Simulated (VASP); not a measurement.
Runs of VASP 6.6.1 on LaB6. The structure is that of space group Pm-3m (No. 221), or close to it. The cells are those of the table. 

```csv
task,level,cell,gap on the mesh (eV),pressure (GPa),largest force (eV/Å)
single point,r2SCAN+D3(BJ),"a = 4.196 Å, 7 atoms",none,-7.2,0.05
relaxation of the atoms,BLYP+D3(BJ),"atoms relaxed from a = 4.170 Å, 7 atoms",none,-6.6,-
single point,r2SCAN+D3(BJ),"a = 4.169 Å, 7 atoms",none,-4.0,0.02
relaxation of the atoms,BLYP+D3(BJ),"atoms relaxed from a = 4.089 Å, 7 atoms",none,3.7,-
single point,r2SCAN+D3(BJ),"a = 4.157 Å, 7 atoms",none,(a),0.02
relaxation of the atoms,BLYP+D3(BJ),"atoms relaxed from a = 4.157 Å, 7 atoms",none,-5.1,0.01
single point,r2SCAN+D3(BJ),"a = 4.142 Å, 7 atoms",none,(b),0.02
relaxation of the atoms,PBE,"atoms relaxed from a = 4.157 Å, 7 atoms",none,-0.4,-
relaxation of the atoms,BLYP+D3(BJ),"atoms relaxed from a = 4.061 Å, 7 atoms",none,7.8,-
```

Alike in all rows: potentials or basis VASP PAW PBE potentials, release 64 (La, B); no spin polarisation; k mesh 6 × 6 × 6; cutoff (eV) 520; smearing gaussian 0.05 eV.

Estimate the missing entries.

(a) -2.5; (b) -0.6.

Caveats: spin-orbit coupling is left out, which moves the levels of the heavy elements; the PAW data sets were made with another functional, which shifts forces and pressure a little (some runs); pairwise dispersion overbinds metals, which lowers pressure and volume (some runs); three body term missing (some runs); the relaxation stopped at its first step, so nothing moved (some runs).

A k mesh can miss the band edges, and the runs leave out spin-orbit coupling on La.

A gap of «none» marks levels without a gap at the run's occupations.
